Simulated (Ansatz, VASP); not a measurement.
## Two plane-wave programs on BePtBr6

```
Be Pt Br
1.0
     0.00000    5.01835    5.01835
     5.01835    0.00000    5.01835
     5.01835    5.01835    0.00000
Be Pt Br
1 1 6
Direct
  0.50000 0.50000 0.50000
  0.00000 0.00000 0.00000
  0.74584 0.25416 0.25416
  0.25416 0.74584 0.74584
  0.25416 0.74584 0.25416
  0.74584 0.25416 0.74584
  0.25416 0.25416 0.74584
  0.74584 0.74584 0.25416
```

Change from the starting cell: species swapped into the HfMnF6 type (Fm-3m, No. 225).

Alike in both runs: functional PBE; k mesh 4 × 4 × 4; occupations gaussian, width 0.1 eV; no spin polarisation.

Ansatz relaxed the structure, and its values are those at the end. VASP's run is a single point on that final structure, the one shown.

```csv
,VASP,Ansatz
version,VASP 6.6.1,Ansatz 0.2.0
potentials or method,"VASP PAW PBE potentials, release 64 (Be, Pt, Br), cutoff 520 eV","scalar-relativistic, plane waves, PAW"
valence electrons in the cell,54,62
```

|  | VASP | Ansatz | Ansatz less VASP |
| --- | --- | --- | --- |
| gap on the k mesh at the Fermi level (eV) | none | none | - |
| pressure (GPa) | -0.2 | -0.2 | +0.02 |
| rms of the force components (eV/Å) | 0.006 | 0.006 | -0.0001 |

A gap of «none» marks a metal or a gap that the smearing closes. VASP's potentials hold 54 valence electrons a cell and Ansatz's 62, so a difference there can come from the potentials and not from the codes.

Spin-orbit coupling is off throughout.
